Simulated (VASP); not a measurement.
# AlNi (Pm-3m) in VASP: further runs

AlNi is run at these levels: PBEsol; tasks: vibrations by perturbation theory.

Everything below comes from runs of VASP 6.6.1. Logs are shortened: lines on timing, memory, paths and dates and some standing lists are left out, and cuts for length are marked.

## Step 1: The cell of the first run

Symmetry: Pm-3m, No. 221, cubic system. Conventional cell: a = 2.843 Å, b = 2.843 Å, c = 2.843 Å, α = 90.00°, β = 90.00°, γ = 90.00°. Within 3.3 Å of Al (site symmetry m-3m) lie 8 Ni at 2.46 Å and 6 Al at 2.84 Å. Ni (site symmetry m-3m) has 8 Al at 2.46 Å and 6 Ni at 2.84 Å within 3.3 Å.

## Step 2: Vibrations by perturbation theory, PBEsol (volume scaled by 0.980)

INCAR

```
SYSTEM = AlNi
ALGO     = Normal         ! electronic algorithm
EDIFF    = 1E-8           ! SCF threshold, eV
ENCUT    = 520            ! plane-wave cutoff, eV
GGA      = PS             ! functional
IBRION   = 8              ! ionic algorithm
ISIF     = 2              ! what is computed and relaxed
ISMEAR   = -1             ! smearing method
LASPH    = .True.         ! aspherical terms in the spheres
LCHARG   = .False.        ! write CHGCAR
LREAL    = .False.        ! projectors in reciprocal space
LWAVE    = .False.        ! write WAVECAR
NELM     = 60             ! most SCF steps
NSW      = 1              ! ionic steps
PREC     = Accurate       ! precision mode
SIGMA    = 0.1            ! smearing width, eV
```

KPOINTS

```
k-points
0
Gamma
  14 14 14
  0 0 0
```

POSCAR

```
AlNi
1.0
    2.8432946855      0.0000000000      0.0000000000
    0.0000000000      2.8432946855      0.0000000000
    0.0000000000      0.0000000000      2.8432946855
Al Ni
1 1
Direct
    0.0000000000      0.0000000000      0.0000000000
    0.5000000000      0.5000000000      0.5000000000
```

Potentials or basis: VASP PAW PBE potentials, release 64 (Al, Ni).

Launch:

```sh
$ cat potpaw_PBE.64/Al/POTCAR potpaw_PBE.64/Ni/POTCAR > POTCAR
$ mpirun -np 1 vasp_std > vasp.out
```

OUTCAR:

```text
SYSTEM = AlNi
   EDIFF = 1E-8
   ENCUT = 520
   GGA = PS
   IBRION = 8
   ISIF = 2
   ISMEAR = -1
   LASPH = .True.
   LREAL = .False.
   NELM = 60
   NSW = 1
   PREC = Accurate

 ion  position               nearest neighbor table
   1  0.000  0.000  0.000-   2 2.46   2 2.46   2 2.46   2 2.46   2 2.46   2 2.46   2 2.46   2 2.46

   2  0.500  0.500  0.500-   1 2.46   1 2.46   1 2.46   1 2.46   1 2.46   1 2.46   1 2.46   1 2.46

  LATTYP: Found a simple cubic cell.
 ALAT       =     2.8432946855

  Lattice vectors:

 A1 = (   2.8432946855,   0.0000000000,   0.0000000000)
 A2 = (   0.0000000000,   2.8432946855,   0.0000000000)
 A3 = (   0.0000000000,   0.0000000000,   2.8432946855)

Analysis of symmetry for initial positions (statically):
=====================================================================
 Subroutine PRICEL returns:
 Original cell was already a primitive cell.

 Routine SETGRP: Setting up the symmetry group for a
 simple cubic supercell.

 Subroutine GETGRP returns: Found 48 space group operations
 (whereof 48 operations were pure point group operations)
 out of a pool of 48 trial point group operations.

The static configuration has the point symmetry O_h .

Analysis of symmetry for dynamics (positions and initial velocities):
=====================================================================
 Subroutine PRICEL returns:
 Original cell was already a primitive cell.

 Routine SETGRP: Setting up the symmetry group for a
 simple cubic supercell.

 Subroutine GETGRP returns: Found 48 space group operations
 (whereof 48 operations were pure point group operations)
 out of a pool of 48 trial point group operations.

The dynamic configuration has the point symmetry O_h .

 Subroutine INISYM returns: Found 48 space group operations
[... 474 lines left out ...]
  Total        0.5502379      0.5502379      0.5502379      0.0000000      0.0000000     -0.0000000
  in kB       38.3526542     38.3526542     38.3526542      0.0000000      0.0000000     -0.0000000
  external PRESSURE =      38.3526542 kB  Pullay stress =       0.0000000 kB

 VOLUME and BASIS-vectors are now :
 -----------------------------------------------------------------------------
  energy-cutoff  :      520.00
  volume of cell :       22.99
      direct lattice vectors                 reciprocal lattice vectors
     2.843294686  0.000000000  0.000000000     0.351704663  0.000000000  0.000000000
     0.000000000  2.843294686  0.000000000     0.000000000  0.351704663  0.000000000
     0.000000000  0.000000000  2.843294686     0.000000000  0.000000000  0.351704663

 POSITION                                       TOTAL-FORCE (eV/Angst)
 -----------------------------------------------------------------------------------
      0.00000      0.00000      0.00000         0.000000      0.000000      0.000000
      1.42165      1.42165      1.42165         0.000000      0.000000      0.000000
 -----------------------------------------------------------------------------------
    total drift:                                0.000000      0.000000     -0.000000

  FREE ENERGIE OF THE ION-ELECTRON SYSTEM (eV)
  ---------------------------------------------------
  free  energy   TOTEN  =       -11.5938268068 eV

  energy  without entropy=      -11.5660213092  energy(sigma->0) =      -11.57992406

[... ionic steps 2 to 3 ...]

--------------------------------------- Ionic step        4  -------------------------------------------

------------------------ aborting loop because EDIFF is reached ----------------------------------------

[... ionic steps 5 to 6 ...]

--------------------------------------- Ionic step        7  -------------------------------------------

 Free energy of the ion-electron system (eV)
  ---------------------------------------------------
  ---------------------------------------------------
  free energy    TOTEN  =        -0.18526124 eV

  energy without entropy =       -0.18526123

------------------------ aborting loop because EDIFF is reached ----------------------------------------

 INTERNAL STRAIN TENSOR  FOR ION    2  DIRECTION 1   (eV/Angst):
 -----------------------------------------------------------------------------
     0.03019 -0.00000 -0.00000
     0.00000  0.00984  0.00000
    -0.00000  0.00000  0.00984

 INTERNAL STRAIN TENSOR FOR ION    2 for displacements in x,y,z  (eV/Angst):
          X           Y           Z          XY          YZ          ZX
  --------------------------------------------------------------------------------
  x     0.00000     0.00000     0.00000     0.00000     0.00000     0.00000
  y     0.00000     0.00000     0.00000     0.00000     0.00000     0.00000
  z     0.00000     0.00000     0.00000     0.00000     0.00000     0.00000

 SECOND DERIVATIVES (NOT SYMMETRIZED)
 ------------------------------------
               1X          1Y          1Z          2X          2Y          2Z
  1X    -6.764237   -0.000000   -0.000000    6.764237    0.000000    0.000000
  1Y    -0.000000   -6.764237    0.000000    0.000000    6.764237    0.000000
  1Z    -0.000000   -0.000000   -6.764237    0.000000    0.000000    6.764237
  2X     6.766812    0.000000    0.000000   -6.766812   -0.000000    0.000000
  2Y     0.000000    6.766812   -0.000000   -0.000000   -6.766812    0.000000
  2Z     0.000000    0.000000    6.766812   -0.000000   -0.000000   -6.766812

 Eigenvectors and eigenvalues of the dynamical matrix
 ----------------------------------------------------

   1 f  =    9.457841 THz    59.425369 2PiTHz  315.479624 cm-1    39.114471 meV
             X         Y         Z           dx          dy          dz
      0.000000  0.000000  0.000000    -0.827635   -0.000000    0.000000
      1.421647  1.421647  1.421647     0.561266    0.000000    0.000000
[... 21 lines left out ...]
   6 f/i=    0.000836 THz     0.005253 2PiTHz    0.027887 cm-1     0.003458 meV
             X         Y         Z           dx          dy          dz
      0.000000  0.000000  0.000000    -0.000000   -0.561266    0.000000
      1.421647  1.421647  1.421647    -0.000000   -0.827635    0.000000

--------------------------------------------------------------------------------------------------------

 ELASTIC MODULI CONTR FROM IONIC RELAXATION (kBar)
 Direction    XX          YY          ZZ          XY          YZ          ZX
 --------------------------------------------------------------------------------
 XX           0.0000      0.0000      0.0000      0.0000      0.0000      0.0000
 YY           0.0000      0.0000      0.0000      0.0000      0.0000      0.0000
 ZZ           0.0000      0.0000      0.0000      0.0000      0.0000      0.0000
 XY           0.0000      0.0000      0.0000      0.0000      0.0000      0.0000
 YZ           0.0000      0.0000      0.0000      0.0000      0.0000      0.0000
 ZX           0.0000      0.0000      0.0000      0.0000      0.0000      0.0000
 --------------------------------------------------------------------------------
```

It took 63 s on 1 thread of Intel Xeon 6975P-C (Granite Rapids), shared host; peak memory 0.29 GiB.

What came out:

```
Highest phonon frequency at Γ, LO-TO splitting left out : 315 cm⁻¹
```

Phonon frequencies in cm⁻¹ (negative: imaginary):
```csv
q point,frequencies
"(0.000, 0.000, 0.000)",0 0 0 315 315 315
```

Caveat: the cell differs from its parent crystal (volume scaled by 0.980); the cell wasn't relaxed at this level first, which shifts response properties; the PAW data sets were made with another functional, which shifts forces and pressure a little. Spin polarisation is off, so any magnetic state and its effect on volume and gap are missing.

## Step 3: Vibrations by perturbation theory, PBEsol

This run uses another cell than the first one, of 11.73 Å³/atom, 1.020 times its volume.

INCAR

```
SYSTEM = AlNi
PREC = Accurate
ENCUT = 520
EDIFF = 1E-8
ISMEAR = -1
SIGMA = 0.1
LREAL = .FALSE.
LASPH = .TRUE.
NELM = 100
ALGO = Normal
ISIF = 2
LWAVE = .FALSE.
LCHARG = .FALSE.
GGA = PS
IBRION = 8
NSW = 1
```

KPOINTS

```
regular mesh
0
G
  14 14 14
  0 0 0
```

POSCAR

```
AlNi
1.0
    2.8625067189      0.0000000000      0.0000000000
    0.0000000000      2.8625067189      0.0000000000
    0.0000000000      0.0000000000      2.8625067189
Al Ni
1 1
Direct
    0.0000000000      0.0000000000      0.0000000000
    0.5000000000      0.5000000000      0.5000000000
```

Potentials or basis: VASP PAW PBE potentials, release 64 (Al, Ni).

Launch:

```sh
$ cat potpaw_PBE.64/Al/POTCAR potpaw_PBE.64/Ni/POTCAR > POTCAR
$ mpirun -np 1 vasp_std > vasp.out
```

OUTCAR:

```text
SYSTEM = AlNi
   PREC = Accurate
   ENCUT = 520
   EDIFF = 1E-8
   ISMEAR = -1
   LREAL = .FALSE.
   LASPH = .TRUE.
   NELM = 100
   ISIF = 2
   GGA = PS
   IBRION = 8
   NSW = 1

 ion  position               nearest neighbor table
   1  0.000  0.000  0.000-   2 2.48   2 2.48   2 2.48   2 2.48   2 2.48   2 2.48   2 2.48   2 2.48

   2  0.500  0.500  0.500-   1 2.48   1 2.48   1 2.48   1 2.48   1 2.48   1 2.48   1 2.48   1 2.48

  LATTYP: Found a simple cubic cell.
 ALAT       =     2.8625067189

  Lattice vectors:

 A1 = (   2.8625067189,   0.0000000000,   0.0000000000)
 A2 = (   0.0000000000,   2.8625067189,   0.0000000000)
 A3 = (   0.0000000000,   0.0000000000,   2.8625067189)

Analysis of symmetry for initial positions (statically):
=====================================================================
 Subroutine PRICEL returns:
 Original cell was already a primitive cell.

 Routine SETGRP: Setting up the symmetry group for a
 simple cubic supercell.

 Subroutine GETGRP returns: Found 48 space group operations
 (whereof 48 operations were pure point group operations)
 out of a pool of 48 trial point group operations.

The static configuration has the point symmetry O_h .

Analysis of symmetry for dynamics (positions and initial velocities):
=====================================================================
 Subroutine PRICEL returns:
 Original cell was already a primitive cell.

 Routine SETGRP: Setting up the symmetry group for a
 simple cubic supercell.

 Subroutine GETGRP returns: Found 48 space group operations
 (whereof 48 operations were pure point group operations)
 out of a pool of 48 trial point group operations.

The dynamic configuration has the point symmetry O_h .

 Subroutine INISYM returns: Found 48 space group operations
[... 493 lines left out ...]

  FREE ENERGIE OF THE ION-ELECTRON SYSTEM (eV)
  ---------------------------------------------------
  free  energy   TOTEN  =       -11.5996299825 eV

  energy  without entropy=      -11.5713858767  energy(sigma->0) =      -11.58550793

[... ionic steps 2 to 3 ...]

--------------------------------------- Ionic step        4  -------------------------------------------

------------------------ aborting loop because EDIFF is reached ----------------------------------------

[... ionic steps 5 to 6 ...]

--------------------------------------- Ionic step        7  -------------------------------------------

 Free energy of the ion-electron system (eV)
  ---------------------------------------------------
  ---------------------------------------------------
  free energy    TOTEN  =        -0.18527477 eV

  energy without entropy =       -0.18527476

------------------------ aborting loop because EDIFF is reached ----------------------------------------

 INTERNAL STRAIN TENSOR  FOR ION    2  DIRECTION 1   (eV/Angst):
 -----------------------------------------------------------------------------
     0.02985 -0.00000 -0.00000
    -0.00000  0.00924 -0.00000
    -0.00000 -0.00000  0.00924

 INTERNAL STRAIN TENSOR FOR ION    2 for displacements in x,y,z  (eV/Angst):
          X           Y           Z          XY          YZ          ZX
  --------------------------------------------------------------------------------
  x     0.00000     0.00000     0.00000     0.00000     0.00000     0.00000
  y     0.00000     0.00000     0.00000     0.00000     0.00000     0.00000
  z     0.00000     0.00000     0.00000     0.00000     0.00000     0.00000

 SECOND DERIVATIVES (NOT SYMMETRIZED)
 ------------------------------------
               1X          1Y          1Z          2X          2Y          2Z
  1X    -6.252649   -0.000000   -0.000000    6.252649    0.000000    0.000000
  1Y     0.000000   -6.252649    0.000000   -0.000000    6.252649   -0.000000
  1Z     0.000000    0.000000   -6.252649   -0.000000   -0.000000    6.252649
  2X     6.286554   -0.000000   -0.000000   -6.286554    0.000000    0.000000
  2Y    -0.000000    6.286554    0.000000    0.000000   -6.286554   -0.000000
  2Z     0.000000    0.000000    6.286554   -0.000000   -0.000000   -6.286554

 Eigenvectors and eigenvalues of the dynamical matrix
 ----------------------------------------------------

   1 f  =    9.100378 THz    57.179363 2PiTHz  303.555945 cm-1    37.636124 meV
             X         Y         Z           dx          dy          dz
      0.000000  0.000000  0.000000    -0.826979   -0.000000    0.000000
      1.431253  1.431253  1.431253     0.562233    0.000000    0.000000
[... 21 lines left out ...]
   6 f/i=    0.011441 THz     0.071886 2PiTHz    0.381631 cm-1     0.047316 meV
             X         Y         Z           dx          dy          dz
      0.000000  0.000000  0.000000    -0.000000   -0.425766    0.367191
      1.431253  1.431253  1.431253    -0.000000   -0.626253    0.540094

--------------------------------------------------------------------------------------------------------

 ELASTIC MODULI CONTR FROM IONIC RELAXATION (kBar)
 Direction    XX          YY          ZZ          XY          YZ          ZX
 --------------------------------------------------------------------------------
 XX           0.0000      0.0000      0.0000      0.0000      0.0000      0.0000
 YY           0.0000      0.0000      0.0000      0.0000      0.0000      0.0000
 ZZ           0.0000      0.0000      0.0000      0.0000      0.0000      0.0000
 XY           0.0000      0.0000      0.0000      0.0000      0.0000      0.0000
 YZ           0.0000      0.0000      0.0000      0.0000      0.0000      0.0000
 ZX           0.0000      0.0000      0.0000      0.0000      0.0000      0.0000
 --------------------------------------------------------------------------------
```

stdout:

```text
POSCAR found type information on POSCAR AlNi
 POSCAR found :  2 types and       2 ions
 scaLAPACK will be used
 -----------------------------------------------------------------------------
|                                                                             |
|                                                                             |
|     You enforced a specific xc type in the INCAR file but a different       |
|     I HOPE YOU KNOW WHAT YOU ARE DOING!                                     |
|                                                                             |
 -----------------------------------------------------------------------------

 LDA part: xc-table for (Slater+PW92), standard interpolation
 POSCAR, INCAR and KPOINTS ok, starting setup
 FFT: planning ... GRIDC
 FFT: planning ... GRID_SOFT
 FFT: planning ... GRID
 WAVECAR not read
 entering main loop
 Linear response reoptimize wavefunctions to high precision
 Linear response DOF=           2
 Linear response progress:
 first order change of Fermi-energy  -0.11556E-03
 force on displaced ion       1 direction 1 :  -6.253  -0.000   0.000
 Linear response progress:
 first order change of Fermi-energy   0.26629E-02
 force on displaced ion       2 direction 1 :  -6.287   0.000  -0.000
 Linear response finished
```

Wall time 60 s (1 thread of Intel Xeon 6975P-C (Granite Rapids), shared host); peak memory 0.29 GiB.

Results:

| Quantity | Value |
| --- | --- |
| Highest phonon frequency at Γ, LO-TO splitting left out | 304 cm⁻¹ |

Phonon frequencies in cm⁻¹ (negative: imaginary):
| q point | frequencies |
| --- | --- |
| (0.000, 0.000, 0.000) | 0 0 0 304 304 304 |

Caveat: the PAW data sets were made with another functional, which shifts forces and pressure a little. Spin polarisation is off, so any magnetic state and its effect on volume and gap are missing.

[end of part 1 of 2]
